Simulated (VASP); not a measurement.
Ag, 1 atom in the cell. Symmetry: Fm-3m, No. 225, cubic system. The conventional cell has a = 3.824 Å, b = 3.824 Å, c = 3.824 Å, α = 90.00°, β = 90.00°, γ = 90.00°. Ag (site symmetry m-3m) has 12 Ag at 2.70 Å within 3.6 Å. 

```yaml
Program: VASP 6.6.1
Task: relaxation of cell and atoms
Functional: r2SCAN
Potentials_or_basis: VASP PAW PBE potentials, release 64 (Ag)
Cutoff: 600 eV
k_mesh: 18 × 18 × 18
Occupations: gaussian, width 0.1 eV
Spin: no spin polarisation
Target_pressure: 40 GPa
Dipole_correction: no
Further_INCAR_settings: ALGO = Normal; EDIFF = 1e-07; IBRION = 2; EDIFFG = -0.008; NSW = 70; ISIF = 3
```

Potentials or basis: VASP PAW PBE potentials, release 64 (Ag).

Command:

```bash
$ cat potpaw_PBE.64/Ag/POTCAR > POTCAR
$ cp INCAR.step1 INCAR
$ mpirun -np 1 vasp_std > vasp.out
$ cp INCAR.step2 INCAR
$ mpirun -np 1 vasp_std > vasp.out
```

Hardware: 1 thread of AMD EPYC 7R13 Processor (Zen 3) (shared host).

Task: How long does it take, and how much memory?

Result: Wall time 5.1 min on 1 thread of AMD EPYC 7R13 Processor (Zen 3) (shared host), peak memory 0.14 GiB. Counts: k points 195, ion steps 3.
